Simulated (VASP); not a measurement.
# Si2W (P6_222) in VASP: further runs

The runs below take Si2W through single point, with PBE.

Everything below comes from runs of VASP 6.6.1. Logs are shortened: lines on timing, memory, paths and dates and some standing lists are left out, and cuts for length are marked.

**1. The cell of the first run**

It takes space group P6_222 (No. 180, hexagonal). Conventional cell: a = 4.520 Å, b = 4.520 Å, c = 6.928 Å, α = 90.00°, β = 90.00°, γ = 120.00°. Si (site symmetry 2) has 9 Si at 2.56 to 3.26 Å and 5 W at 2.60 to 2.66 Å within 3.4 Å. W (site symmetry 222) has 10 Si at 2.60 to 2.66 Å and 4 W at 3.23 Å within 3.4 Å.

**2. Single point, PBE (c/a of the conventional cell at fixed volume 1.5327)**

File INCAR:

```
SYSTEM = Si2W
PREC = Accurate ; ENCUT = 520
EDIFF = 1E-6 ; ISMEAR = 0
SIGMA = 0.03 ; LREAL = .FALSE.
LASPH = .TRUE. ; NELM = 100
ALGO = Normal ; ISIF = 2
LWAVE = .FALSE. ; LCHARG = .TRUE.
GGA = PE ; LELF = .TRUE.
LVHAR = .TRUE. ; NBANDS = 43
```

File KPOINTS:

```
regular mesh
0
G
  9 9 6
  0 0 0
```

File POSCAR:

```
Si2W
1.0
    4.5199185558      0.0000000000      0.0000000000
   -2.2599592779      3.9143642923      0.0000000000
    0.0000000000      0.0000000000      6.9276791704
Si W
6 3
Direct
    0.8363432358      0.6726864716      0.5000000000
    0.1636567642      0.8363432358      0.8333333333
    0.6726864716      0.8363432358      0.1666666667
    0.1636567642      0.3273135284      0.5000000000
    0.8363432358      0.1636567642      0.8333333333
    0.3273135284      0.1636567642      0.1666666667
    0.0000000000      0.5000000000      0.1666666667
    0.5000000000      0.5000000000      0.8333333333
    0.5000000000      0.0000000000      0.5000000000
```

Potentials or basis: VASP PAW PBE potentials, release 64 (Si, W_sv).

The run is started by

```sh
> cat potpaw_PBE.64/Si/POTCAR potpaw_PBE.64/W_sv/POTCAR > POTCAR
> mpirun -np 1 vasp_std > vasp.out
```

OUTCAR:

```text
SYSTEM = Si2W
   PREC = Accurate
   ENCUT = 520
   EDIFF = 1E-6
   ISMEAR = 0
   LREAL = .FALSE.
   LASPH = .TRUE.
   NELM = 100
   ISIF = 2
   GGA = PE

 ion  position               nearest neighbor table
   1  0.836  0.673  0.500-   4 2.56   9 2.60   9 2.60   9 2.63   4 2.63   4 2.63   2 2.64   3 2.64
                             8 2.66   7 2.66
   2  0.164  0.836  0.833-   5 2.56   8 2.60   8 2.60   8 2.63   5 2.63   5 2.63   1 2.64   6 2.64
                             9 2.66   7 2.66
   3  0.673  0.836  0.167-   6 2.56   7 2.60   7 2.60   7 2.63   6 2.63   6 2.63   1 2.64   5 2.64
                             9 2.66   8 2.66
   4  0.164  0.327  0.500-   1 2.56   9 2.60   9 2.60   9 2.63   1 2.63   1 2.63   6 2.64   5 2.64
                             8 2.66   7 2.66
   5  0.836  0.164  0.833-   2 2.56   8 2.60   8 2.60   8 2.63   2 2.63   2 2.63   4 2.64   3 2.64
                             9 2.66   7 2.66
   6  0.327  0.164  0.167-   3 2.56   7 2.60   7 2.60   7 2.63   3 2.63   3 2.63   4 2.64   2 2.64
                             9 2.66   8 2.66
   7  0.000  0.500  0.167-   6 2.60   3 2.60   6 2.60   3 2.60   3 2.63   6 2.63   4 2.66   1 2.66
                             5 2.66   2 2.66   9 3.23   9 3.23   8 3.23   8 3.23
   8  0.500  0.500  0.833-   5 2.60   2 2.60   2 2.60   5 2.60   2 2.63   5 2.63   4 2.66   1 2.66
                             3 2.66   6 2.66   9 3.23   9 3.23   7 3.23   7 3.23
   9  0.500  0.000  0.500-   4 2.60   1 2.60   4 2.60   1 2.60   4 2.63   1 2.63   5 2.66   6 2.66
                             3 2.66   2 2.66   7 3.23   8 3.23   8 3.23   7 3.23

  LATTYP: Found a hexagonal cell.
 ALAT       =     4.5199185558
 C/A-ratio  =     1.5327000000

  Lattice vectors:

 A1 = (   4.5199185558,   0.0000000000,   0.0000000000)
 A2 = (  -2.2599592779,   3.9143642923,   0.0000000000)
 A3 = (   0.0000000000,   0.0000000000,   6.9276791704)

Analysis of symmetry for initial positions (statically):
=====================================================================
 Subroutine PRICEL returns:
 Original cell was already a primitive cell.

 Routine SETGRP: Setting up the symmetry group for a
 hexagonal supercell.

 Subroutine GETGRP returns: Found 12 space group operations
 (whereof  4 operations were pure point group operations)
 out of a pool of 24 trial point group operations.

The static configuration has the point symmetry D_2 .
 The point group associated with its full space group is D_6 .

Analysis of symmetry for dynamics (positions and initial velocities):
=====================================================================
 Subroutine PRICEL returns:
 Original cell was already a primitive cell.

 Routine SETGRP: Setting up the symmetry group for a
 hexagonal supercell.

 Subroutine GETGRP returns: Found 12 space group operations
 (whereof  4 operations were pure point group operations)
 out of a pool of 24 trial point group operations.

The dynamic configuration has the point symmetry D_2 .
 The point group associated with its full space group is D_6 .

 Subroutine INISYM returns: Found 12 space group operations
 (whereof  4 operations are pure point group operations),
 and found     1 'primitive' translations

----------------------------------------------------------------------------------------

                                     Primitive cell

  volume of cell :     122.5687

  direct lattice vectors                    reciprocal lattice vectors
     4.519918556  0.000000000  0.000000000     0.221242925  0.127734662  0.000000000
    -2.259959278  3.914364292  0.000000000     0.000000000  0.255469324  0.000000000
     0.000000000  0.000000000  6.927679170     0.000000000  0.000000000  0.144348486

  length of vectors
     4.519918556  4.519918556  6.927679170     0.255469324  0.255469324  0.144348486

  position of ions in fractional coordinates (direct lattice)
     0.836343236  0.672686472  0.500000000
     0.163656764  0.836343236  0.833333333
     0.672686472  0.836343236  0.166666667
     0.163656764  0.327313528  0.500000000
     0.836343236  0.163656764  0.833333333
     0.327313528  0.163656764  0.166666667
     1.000000000  0.500000000  0.166666667
     0.500000000  0.500000000  0.833333333
     0.500000000  0.000000000  0.500000000

  ion indices of the primitive-cell ions
   primitive index   ion index
                 1           1
                 2           2
                 3           3
                 4           4
                 5           5
                 6           6
                 7           7
                 8           8
                 9           9

----------------------------------------------------------------------------------------

 KPOINTS: regular mesh

Automatic generation of k-mesh.
 Grid dimensions read from file:
 generate k-points for:    9    9    6

 Generating k-lattice:

  Cartesian coordinates                     Fractional coordinates (reciprocal lattice)
     0.024582547  0.014192740  0.000000000     0.111111111 -0.000000000  0.000000000
     0.000000000  0.028385480  0.000000000     0.000000000  0.111111111  0.000000000
     0.000000000  0.000000000  0.024058081     0.000000000  0.000000000  0.166666667

  Length of vectors
     0.028385480  0.028385480  0.024058081

  Shift w.r.t. Gamma in fractional coordinates (k-lattice)
     0.000000000  0.000000000  0.000000000

 Subroutine IBZKPT returns following result:
 ===========================================

 Found     48 irreducible k-points:

 Following reciprocal coordinates:
            Coordinates               Weight
  0.000000  0.000000  0.000000      1.000000
  0.111111  0.000000  0.000000      6.000000
  0.222222  0.000000  0.000000      6.000000
  0.333333 -0.000000  0.000000      6.000000
  0.444444  0.000000  0.000000      6.000000
  0.111111  0.111111  0.000000      6.000000
[... 16 lines left out ...]
  0.333333  0.222222  0.166667     24.000000
  0.333333  0.333333  0.166667      4.000000
 [... further k-points ...]
   k-points           NKPTS =     48   k-points in BZ     NKDIM =     48   number of bands    NBANDS=     43
   number of dos      NEDOS =    301   number of ions     NIONS =      9
   total plane-waves  NPLWV =  69984
   dimension x,y,z NGX =    36 NGY =   36 NGZ =   54
   dimension x,y,z NGXF=    72 NGYF=   72 NGZF=  108
   ions per type =               6   3
   NGX,Y,Z   is equivalent  to a cutoff of  13.24, 13.24, 12.96 a.u.
   NGXF,Y,Z  is equivalent  to a cutoff of  26.48, 26.48, 25.92 a.u.
 SYSTEM =  Si2W
   PREC   = accura    normal or accurate (medium, high low for compatibility)
   ISTART =      0    job   : 0-new  1-cont  2-samecut
   ICHARG =      2    charge: 1-file 2-atom 10-const
   ISPIN  =      1    spin polarized calculation?
   LNONCOLLINEAR =      F non collinear calculations
   LSORBIT =      F    spin-orbit coupling
   LASPH  =      T    aspherical Exc in radial PAW
   ENCUT  =  520.0 eV  38.22 Ry    6.18 a.u.   8.40  8.40 12.88*2*pi/ulx,y,z
   NELM   =    100;   NELMIN=  2; NELMDL= -5     # of ELM steps
   EDIFF  = 0.1E-05   stopping-criterion for ELM
   LREAL  =      F    real-space projection
   EDIFFG = 0.1E-04   stopping-criterion for IOM
   NSW    =      0    number of steps for IOM
   IBRION =     -1    ionic relax: 0-MD 1-quasi-New 2-CG
   NFREE  =      0    steps in history (QN), initial steepest desc. (CG)
   ISIF   =      2    stress and relaxation
   ISYM   =      2    0-nonsym 1-usesym 2-fastsym
   POTIM  = 0.5000    time-step for ionic-motion
   TEBEG  =    0.0;   TEEND  =   0.0 temperature during run
   PSTRESS=    0.0 pullay stress
   NELECT =      66.0000    total number of electrons
   NUPDOWN=      -1.0000    fix difference up-down
   EMIN   =  10.00;   EMAX   =-10.00  energy-range for DOS
   EFERMI =   0.00;   METHOD = LEGACY
   ISMEAR =     0;   SIGMA  =   0.03  broadening in eV -4-tet -1-fermi 0-gaus
   EFERMI_NEDOS =   21; number of points for ismear=-14 and -15
   IALGO  =     38    algorithm
   IMIX   =      4    mixing-type and parameters
     AMIX     =   0.40;   BMIX     =  1.00
     AMIX_MAG =   1.60;   BMIX_MAG =  1.00
  volume/ion in A,a.u.               =      13.62        91.90
  Fermi-wavevector in a.u.,A,eV,Ry     =   1.331873  2.516876 24.135194  1.773887
  Thomas-Fermi vector in A             =   2.460851
   LORBIT       =      0    0 simple, 1 ext, 2 COOP (PROOUT), +10 PAW based schemes
   GGA     = PE    functional components
   LHFCALC =     F    Hartree Fock is set to
   AEXX    =    0.0000 exact exchange contribution
   IVDW    =     0    specifies the selected vdW correction
   LEPSILON=     F    determine dielectric tensor
   LRPA    =     F    only Hartree local field effects (RPA)
 non-spin polarized calculation
 Gauss-broadening in eV      SIGMA  =   0.03
  energy-cutoff  :      520.00
  volume of cell :      122.57
 maximum number of plane-waves:      3350
 NGX is ok and might be reduce to    36
   NGX = 17   NGY = 17   NGZ = 25

 number of electron      65.9999995 magnetization

 Free energy of the ion-electron system (eV)
  ---------------------------------------------------
  ext. energy  EPLUGINS =         0.00000000
  ---------------------------------------------------
  free energy    TOTEN  =       -73.59444190 eV

  energy without entropy =      -73.59444190  energy(sigma->0) =      -73.59444190

 E-fermi :  12.1887     XC(G=0): -12.4768

 val. band max:       11.9656766962   @ k =   0.4444   0.0000   0.5000
 cond. band min:      12.3520502488   @ k =   0.4444   0.0000   0.0000
 fundamental gap:      0.3863735526
 Fermi energy:        12.1886621038

 k-point     1 :       0.0000    0.0000    0.0000
  band No.  band energies     occupation
      1     -61.9673      2.00000
      2     -61.9570      2.00000
      3     -61.9570      2.00000
      4     -26.3466      2.00000
      5     -26.3466      2.00000
      6     -26.3279      2.00000
[... 35 lines left out ...]
     42      15.4294      0.00000
     43      15.4756      0.00000

 k-point     2 :       0.1111    0.0000    0.0000
  band No.  band energies     occupation
      1     -61.9670      2.00000
      2     -61.9573      2.00000
      3     -61.9570      2.00000
      4     -26.3557      2.00000
      5     -26.3478      2.00000
      6     -26.3200      2.00000
[... 35 lines left out ...]
     42      15.4998      0.00000
     43      16.0498      0.00000

 k-point     3 :       0.2222    0.0000    0.0000
  band No.  band energies     occupation
      1     -61.9662      2.00000
      2     -61.9580      2.00000
      3     -61.9570      2.00000
      4     -26.3687      2.00000
      5     -26.3506      2.00000
      6     -26.3105      2.00000
[... 35 lines left out ...]
     42      15.7865      0.00000
     43      16.3435      0.00000

 k-point     4 :       0.3333   -0.0000    0.0000
  band No.  band energies     occupation
      1     -61.9650      2.00000
      2     -61.9591      2.00000
      3     -61.9569      2.00000
      4     -26.3788      2.00000
      5     -26.3537      2.00000
      6     -26.3054      2.00000
[... 863 lines left out ...]
     42      15.3006      0.00000
     43      15.6544      0.00000

 k-point    23 :       0.3333    0.2222    0.1667
  band No.  band energies     occupation
      1     -61.9634      2.00000
      2     -61.9606      2.00000
      3     -61.9571      2.00000
      4     -26.3822      2.00000
      5     -26.3543      2.00000
      6     -26.3240      2.00000
[... 35 lines left out ...]
     42      15.3974      0.00000
     43      15.8114      0.00000

 k-point    24 :       0.3333    0.3333    0.1667
  band No.  band energies     occupation
      1     -61.9629      2.00000
      2     -61.9609      2.00000
      3     -61.9572      2.00000
      4     -26.3833      2.00000
      5     -26.3512      2.00000
      6     -26.3304      2.00000
[... 35 lines left out ...]
     42      15.3398      0.00000
     43      16.0159      0.00000

 [... further k-points ...]

------------------------ aborting loop because EDIFF is reached ----------------------------------------

  FORCE on cell =-STRESS in cart. coord.  units (eV):
  Direction    XX          YY          ZZ          XY          YZ          ZX
  --------------------------------------------------------------------------------------
  -------------------------------------------------------------------------------------
  Total        4.1712297      4.1712297     -7.1900536     -0.0000000      0.0000000      0.0000000
  in kB       54.5249249     54.5249249    -93.9859846     -0.0000000      0.0000000      0.0000000
  external PRESSURE =       5.0212884 kB  Pullay stress =       0.0000000 kB

 VOLUME and BASIS-vectors are now :
 -----------------------------------------------------------------------------
  energy-cutoff  :      520.00
  volume of cell :      122.57
      direct lattice vectors                 reciprocal lattice vectors
     4.519918556  0.000000000  0.000000000     0.221242925  0.127734662  0.000000000
    -2.259959278  3.914364292  0.000000000     0.000000000  0.255469324  0.000000000
     0.000000000  0.000000000  6.927679170     0.000000000  0.000000000  0.144348486

 POSITION                                       TOTAL-FORCE (eV/Angst)
 -----------------------------------------------------------------------------------
      2.25996      2.63314      3.46384         0.000000     -0.072731      0.000000
     -1.15039      3.27375      5.77307         0.062986     -0.036365      0.000000
      1.15039      3.27375      1.15461        -0.062986     -0.036365      0.000000
      0.00000      1.28122      3.46384         0.000000      0.072731      0.000000
      3.41035      0.64061      5.77307        -0.062986      0.036365     -0.000000
      1.10957      0.64061      1.15461         0.062986      0.036365      0.000000
     -1.12998      1.95718      1.15461         0.000000      0.000000     -0.000000
      1.12998      1.95718      5.77307         0.000000      0.000000     -0.000000
      2.25996      0.00000      3.46384         0.000000     -0.000000      0.000000
 -----------------------------------------------------------------------------------
    total drift:                                0.000000     -0.000000     -0.000000

  FREE ENERGIE OF THE ION-ELECTRON SYSTEM (eV)
  ---------------------------------------------------
  free  energy   TOTEN  =       -73.5944419033 eV

  energy  without entropy=      -73.5944419033  energy(sigma->0) =      -73.59444190
```

Wall time 3 min (1 thread of Intel Xeon 6975P-C, shared host); peak memory 0.36 GiB.

Results:

| Property | Result |
| --- | --- |
| Free energy | -73.5944 eV |
| Pressure | 0.5 GPa |
| Largest force | 0.073 eV/Å |
| Band gap on the k mesh | 0.39 eV, indirect (least direct gap 0.83 eV) |

Forces in eV/Å, atoms in the order of the input:
```
Si   0.000 -0.073  0.000
Si   0.063 -0.036  0.000
Si  -0.063 -0.036  0.000
Si   0.000  0.073  0.000
Si  -0.063  0.036  0.000
Si   0.063  0.036  0.000
W    0.000  0.000  0.000
W    0.000  0.000  0.000
W    0.000  0.000  0.000
```

Stress tensor (GPa, compression positive):
```
 5.45  0.00  0.00
 0.00  5.45  0.00
 0.00  0.00 -9.40
```

Caveat: spin-orbit coupling is left out, which moves the levels of the heavy elements.

(Continued in part 2 of 3.)
